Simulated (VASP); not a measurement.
# TePb (Fm-3m) in VASP: further runs, part 2 of 2

VASP 6.6.1. Earlier steps stand in the parts before.

## Step 4: Single point, PBEsol, non-collinear spin, zero start, spin-orbit coupling

This run uses another cell than the first one, of 33.05 Å³/atom, 1.043 times its volume.

Input file INCAR:

```
PREC = Accurate
ENCUT = 500
EDIFF = 1E-6
ISMEAR = -1
SIGMA = 0.05
LREAL = F
LASPH = T
NELM = 200
ALGO = Normal
ISIF = 2
LWAVE = F
LCHARG = T
MAGMOM = 0 0 0 0 0 0
LORBIT = 11
LSORBIT = T
GGA_COMPAT = F
LORBMOM = T
GGA = PS
LVHAR = T
NBANDS = 32
```

Input file KPOINTS:

```
regular mesh
0
Gamma
  7 7 7
```

Input file POSCAR:

```
TePb
1.0
    0.0000000000      3.2093147829      3.2093147829
    3.2093147829      0.0000000000      3.2093147829
    3.2093147829      3.2093147829      0.0000000000
Pb Te
1 1
Direct
    0.0000000000      0.0000000000      0.0000000000
    0.5000000000      0.5000000000      0.5000000000
```

Potentials or basis: VASP PAW PBE potentials, release 64 (Pb_d, Te).

Launch:

```sh
$ cat potpaw_PBE.64/Pb_d/POTCAR potpaw_PBE.64/Te/POTCAR > POTCAR
$ mpirun -np 1 vasp_ncl > vasp.out
```

OUTCAR:

```text
PREC = Accurate
   ENCUT = 500
   EDIFF = 1E-6
   ISMEAR = -1
   LREAL = F
   LASPH = T
   NELM = 200
   ISIF = 2
   LORBIT = 11
   LSORBIT = T
   GGA = PS

 ion  position               nearest neighbor table
   1  0.000  0.000  0.000-   2 3.21   2 3.21   2 3.21   2 3.21   2 3.21   2 3.21
   2  0.500  0.500  0.500-   1 3.21   1 3.21   1 3.21   1 3.21   1 3.21   1 3.21

  LATTYP: Found a face centered cubic cell.
 ALAT       =     6.4186295658

  Lattice vectors:

 A1 = (   0.0000000000,   3.2093147829,   3.2093147829)
 A2 = (   3.2093147829,   0.0000000000,   3.2093147829)
 A3 = (   3.2093147829,   3.2093147829,   0.0000000000)

Analysis of symmetry for initial positions (statically):
=====================================================================
 Subroutine PRICEL returns:
 Original cell was already a primitive cell.

 Routine SETGRP: Setting up the symmetry group for a
 face centered cubic supercell.

 Subroutine GETGRP returns: Found 48 space group operations
[... 9 lines left out ...]

 Routine SETGRP: Setting up the symmetry group for a
 face centered cubic supercell.

 Subroutine GETGRP returns: Found 48 space group operations
 (whereof 48 operations were pure point group operations)
 out of a pool of 48 trial point group operations.

The dynamic configuration has the point symmetry O_h .

Analysis of structural, dynamic, and magnetic symmetry:
=====================================================================
 Subroutine PRICEL returns:
 Original cell was already a primitive cell.

 Routine SETGRP: Setting up the symmetry group for a
 face centered cubic supercell.

 Subroutine GETGRP returns: Found 48 space group operations
 (whereof 48 operations were pure point group operations)
[... 892 lines left out ...]
 ----------------------------------------
  1         0.000   0.000   0.000
  2        -0.000  -0.000  -0.000
 ----------------------------------------
           -0.000   0.000  -0.000

 orbital moment (y)

 # of ion     p       d       tot
 ----------------------------------------
  1        -0.000  -0.000  -0.000
  2         0.000   0.000   0.000
 ----------------------------------------
            0.000   0.000   0.000

 orbital moment (z)

 # of ion     p       d       tot
 ----------------------------------------
  1         0.000   0.000   0.000
  2         0.000   0.000   0.000
 ----------------------------------------
            0.000   0.000   0.000

 Spin-Orbit-Coupling matrix elements

 Ion:    1  E_soc:     -0.9107036
 l=   1
     0.0000000    -0.0841544    -0.0841544
    -0.0841544     0.0000000    -0.0841544
    -0.0841544    -0.0841544     0.0000000
 l=   2
     0.0000000    -0.0135237     0.0000000    -0.0135237    -0.0541058
    -0.0135237     0.0000000    -0.0405794    -0.0135237    -0.0135265
     0.0000000    -0.0405794     0.0000000    -0.0405794     0.0000000
    -0.0135237    -0.0135237    -0.0405794     0.0000000    -0.0135265
    -0.0541058    -0.0135265     0.0000000    -0.0135265     0.0000000
 l=   3
     0.0000000     0.0000000     0.0000000     0.0000000     0.0000000     0.0000000     0.0000000
     0.0000000     0.0000000     0.0000000     0.0000000     0.0000000     0.0000000     0.0000000
     0.0000000     0.0000000     0.0000000     0.0000000     0.0000000     0.0000000     0.0000000
     0.0000000     0.0000000     0.0000000     0.0000000     0.0000000     0.0000000     0.0000000
     0.0000000     0.0000000     0.0000000     0.0000000     0.0000000     0.0000000     0.0000000
     0.0000000     0.0000000     0.0000000     0.0000000     0.0000000     0.0000000     0.0000000
     0.0000000     0.0000000     0.0000000     0.0000000     0.0000000     0.0000000     0.0000000

 Ion:    2  E_soc:     -0.2136252
 l=   1
     0.0000000    -0.0356455    -0.0356455
    -0.0356455     0.0000000    -0.0356455
    -0.0356455    -0.0356455     0.0000000
 l=   2
     0.0000000    -0.0000118     0.0000000    -0.0000118     0.0000530
    -0.0000118     0.0000000     0.0000398    -0.0000118     0.0000133
     0.0000000     0.0000398     0.0000000     0.0000398     0.0000000
    -0.0000118    -0.0000118     0.0000398     0.0000000     0.0000133
     0.0000530     0.0000133     0.0000000     0.0000133     0.0000000
 l=   3
     0.0000000     0.0000000     0.0000000     0.0000000     0.0000000     0.0000000     0.0000000
     0.0000000     0.0000000     0.0000000     0.0000000     0.0000000     0.0000000     0.0000000
     0.0000000     0.0000000     0.0000000     0.0000000     0.0000000     0.0000000     0.0000000
     0.0000000     0.0000000     0.0000000     0.0000000     0.0000000     0.0000000     0.0000000
     0.0000000     0.0000000     0.0000000     0.0000000     0.0000000     0.0000000     0.0000000
     0.0000000     0.0000000     0.0000000     0.0000000     0.0000000     0.0000000     0.0000000
     0.0000000     0.0000000     0.0000000     0.0000000     0.0000000     0.0000000     0.0000000

 total charge

# of ion       s       p       d       tot
------------------------------------------
    1        1.436   0.624   9.832  11.892
    2        1.382   1.976   0.021   3.379
--------------------------------------------------
tot          2.817   2.600   9.853  15.270

 magnetization (x)

# of ion       s       p       d       tot
------------------------------------------
    1       -0.000  -0.000   0.000  -0.000
    2       -0.000   0.000  -0.000  -0.000
--------------------------------------------------
tot         -0.000  -0.000  -0.000  -0.000

 magnetization (y)

# of ion       s       p       d       tot
------------------------------------------
    1       -0.000   0.000  -0.000  -0.000
    2       -0.000   0.000  -0.000  -0.000
--------------------------------------------------
tot         -0.000   0.000  -0.000  -0.000

 magnetization (z)

# of ion       s       p       d       tot
------------------------------------------
    1       -0.000  -0.000   0.000  -0.000
    2        0.000  -0.000   0.000   0.000
--------------------------------------------------
tot          0.000  -0.000   0.000  -0.000
```

stdout:

```text
POSCAR found type information on POSCAR PbTe
 POSCAR found :  2 types and       2 ions
 scaLAPACK will be used
 -----------------------------------------------------------------------------
|                                                                             |
|                                                                             |
|     You enforced a specific xc type in the INCAR file but a different       |
|     I HOPE YOU KNOW WHAT YOU ARE DOING!                                     |
|                                                                             |
 -----------------------------------------------------------------------------

 LDA part: xc-table for (Slater+PW92), standard interpolation
 POSCAR, INCAR and KPOINTS ok, starting setup
 FFT: planning ... GRIDC
 FFT: planning ... GRID_SOFT
 FFT: planning ... GRID
 WAVECAR not read
 entering main loop
```

Wall time 58 s (1 thread of Intel Xeon 6975P-C (Granite Rapids), shared host); peak memory 0.4 GiB.

Results:

```
Free energy                                           : -8.7947 eV
Pressure                                              : 0.3 GPa
Net moment                                            : 0.00 μB per cell
Valence electrons inside the program's atomic spheres : Pb 11.89; Te 3.38
```

Moments on the atoms (μB; x, y, z):
```
Pb  0.00 0.00 0.00
Te  0.00 0.00 0.00
```

Caveat: the PAW data sets were made with another functional, which shifts forces and pressure a little.

## Step 5: Single point, PBEsol, non-collinear spin, zero start, spin-orbit coupling

This run uses another cell than the first one, of 34.40 Å³/atom, 1.085 times its volume.

INCAR, as its differences from that of step 4:

```diff
@@ -11,3 +11,3 @@
 LWAVE = F
-LCHARG = T
+LCHARG = F
 MAGMOM = 0 0 0 0 0 0
@@ -18,3 +18,2 @@
 GGA = PS
-LVHAR = T
 NBANDS = 32
```

KPOINTS is that of step 4.

Input file POSCAR:

```
TePb
1.0
    0.0000000000      3.2523979746      3.2523979746
    3.2523979746      0.0000000000      3.2523979746
    3.2523979746      3.2523979746      0.0000000000
Pb Te
1 1
Direct
    0.0000000000      0.0000000000      0.0000000000
    0.5000000000      0.5000000000      0.5000000000
```

Potentials or basis: VASP PAW PBE potentials, release 64 (Pb_d, Te).

Launch:

```sh
$ cat potpaw_PBE.64/Pb_d/POTCAR potpaw_PBE.64/Te/POTCAR > POTCAR
$ mpirun -np 1 vasp_ncl > vasp.out
```

OUTCAR:

```text
PREC = Accurate
   ENCUT = 500
   EDIFF = 1E-6
   ISMEAR = -1
   LREAL = F
   LASPH = T
   NELM = 200
   ISIF = 2
   LORBIT = 11
   LSORBIT = T
   GGA = PS

 ion  position               nearest neighbor table
   1  0.000  0.000  0.000-   2 3.25   2 3.25   2 3.25   2 3.25   2 3.25   2 3.25
   2  0.500  0.500  0.500-   1 3.25   1 3.25   1 3.25   1 3.25   1 3.25   1 3.25

  LATTYP: Found a face centered cubic cell.
 ALAT       =     6.5047959492

  Lattice vectors:

 A1 = (   0.0000000000,   3.2523979746,   3.2523979746)
 A2 = (   3.2523979746,   0.0000000000,   3.2523979746)
 A3 = (   3.2523979746,   3.2523979746,   0.0000000000)

Analysis of symmetry for initial positions (statically):
=====================================================================
 Subroutine PRICEL returns:
 Original cell was already a primitive cell.

 Routine SETGRP: Setting up the symmetry group for a
 face centered cubic supercell.

[... 957 lines left out ...]
 l=   3
     0.0000000     0.0000000     0.0000000     0.0000000     0.0000000     0.0000000     0.0000000
     0.0000000     0.0000000     0.0000000     0.0000000     0.0000000     0.0000000     0.0000000
     0.0000000     0.0000000     0.0000000     0.0000000     0.0000000     0.0000000     0.0000000
     0.0000000     0.0000000     0.0000000     0.0000000     0.0000000     0.0000000     0.0000000
     0.0000000     0.0000000     0.0000000     0.0000000     0.0000000     0.0000000     0.0000000
     0.0000000     0.0000000     0.0000000     0.0000000     0.0000000     0.0000000     0.0000000
     0.0000000     0.0000000     0.0000000     0.0000000     0.0000000     0.0000000     0.0000000

 Ion:    2  E_soc:     -0.2156175
 l=   1
     0.0000000    -0.0359724    -0.0359724
    -0.0359724     0.0000000    -0.0359724
    -0.0359724    -0.0359724     0.0000000
 l=   2
     0.0000000    -0.0000099     0.0000000    -0.0000099     0.0000461
    -0.0000099     0.0000000     0.0000346    -0.0000099     0.0000115
     0.0000000     0.0000346     0.0000000     0.0000346     0.0000000
    -0.0000099    -0.0000099     0.0000346     0.0000000     0.0000115
     0.0000461     0.0000115     0.0000000     0.0000115     0.0000000
 l=   3
     0.0000000     0.0000000     0.0000000     0.0000000     0.0000000     0.0000000     0.0000000
     0.0000000     0.0000000     0.0000000     0.0000000     0.0000000     0.0000000     0.0000000
     0.0000000     0.0000000     0.0000000     0.0000000     0.0000000     0.0000000     0.0000000
     0.0000000     0.0000000     0.0000000     0.0000000     0.0000000     0.0000000     0.0000000
     0.0000000     0.0000000     0.0000000     0.0000000     0.0000000     0.0000000     0.0000000
     0.0000000     0.0000000     0.0000000     0.0000000     0.0000000     0.0000000     0.0000000
     0.0000000     0.0000000     0.0000000     0.0000000     0.0000000     0.0000000     0.0000000

 total charge

# of ion       s       p       d       tot
------------------------------------------
    1        1.438   0.599   9.830  11.867
    2        1.380   1.967   0.018   3.365
--------------------------------------------------
tot          2.819   2.566   9.848  15.232

 magnetization (x)

# of ion       s       p       d       tot
------------------------------------------
    1       -0.000  -0.000   0.000  -0.000
    2        0.000  -0.000   0.000   0.000
--------------------------------------------------
tot          0.000  -0.000   0.000  -0.000

 magnetization (y)

# of ion       s       p       d       tot
------------------------------------------
    1        0.000  -0.000   0.000   0.000
    2        0.000  -0.000   0.000  -0.000
--------------------------------------------------
tot          0.000  -0.000   0.000   0.000

 magnetization (z)

# of ion       s       p       d       tot
------------------------------------------
    1        0.000  -0.000   0.000   0.000
    2       -0.000  -0.000   0.000  -0.000
--------------------------------------------------
tot          0.000  -0.000   0.000   0.000
```

OSZICAR:

```text
N       E                     dE             d eps       ncg     rms          rms(c)
DAV:   1     0.189426297080E+03    0.18943E+03   -0.84893E+03  1280   0.119E+03
DAV:   2     0.909834184953E+01   -0.18033E+03   -0.17290E+03  1352   0.336E+02
DAV:   3    -0.808922156193E+01   -0.17188E+02   -0.16783E+02  1672   0.121E+02
DAV:   4    -0.884528861146E+01   -0.75607E+00   -0.75522E+00  1520   0.277E+01
DAV:   5    -0.888130074732E+01   -0.36012E-01   -0.36011E-01  1896   0.579E+00    0.387E+00
DAV:   6    -0.878802386440E+01    0.93277E-01   -0.19223E-01  1768   0.368E+00    0.248E+00
DAV:   7    -0.878559535520E+01    0.24285E-02   -0.52361E-02  1792   0.115E+00    0.146E+00
DAV:   8    -0.878622117702E+01   -0.62582E-03   -0.25140E-03  1680   0.404E-01    0.588E-01
DAV:   9    -0.878632351526E+01   -0.10234E-03   -0.11585E-03  1792   0.405E-01    0.840E-02
DAV:  10    -0.878636029489E+01   -0.36780E-04   -0.12386E-04  1648   0.102E-01    0.246E-02
DAV:  11    -0.878636946690E+01   -0.91720E-05   -0.20199E-05  1496   0.396E-02    0.693E-03
DAV:  12    -0.878636991090E+01   -0.44400E-06   -0.25193E-06  1512   0.200E-02
   1 F= -.87863699E+01 E0= -.87859597E+01  d E =-.820379E-03  mag=    -0.0000     0.0000    -0.0000
```

Wall time 57 s (1 thread of Intel Xeon 6975P-C (Granite Rapids), shared host); peak memory 0.4 GiB.

Results:

```yaml
Free_energy: -8.7864 eV
Pressure: -1.3 GPa
Net_moment: 0.00 μB per cell
Valence_electrons_inside_the_program's_atomic_spheres: Pb 11.87; Te 3.37
```

Moments on the atoms (μB; x, y, z):
```
Pb  0.00 0.00 0.00
Te  0.00 0.00 0.00
```

Caveat: the PAW data sets were made with another functional, which shifts forces and pressure a little.

## Step 6: Overview

| cell | pressure (GPa) | moment (μB) |
| --- | --- | --- |
| a = 4.476 Å, angles 60.0°, 2 atoms | 2.4 | 0.00 |
| a = 4.508 Å, angles 60.0°, 2 atoms | 1.3 | 0.00 |
| a = 4.539 Å, angles 60.0°, 2 atoms | 0.3 | 0.00 |
| a = 4.600 Å, angles 60.0°, 2 atoms | -1.3 | 0.00 |

Alike in all rows: task single point; level PBEsol; potentials or basis VASP PAW PBE potentials, release 64 (Pb_d, Te); spin non-collinear, zero start, SOC; k mesh 7 × 7 × 7; cutoff (eV) 500; smearing fermi-dirac 0.05 eV.

Caveats: the PAW data sets were made with another functional, which shifts forces and pressure a little.

Total energies depend on the potentials used, so only differences within one code and one set of settings carry meaning.
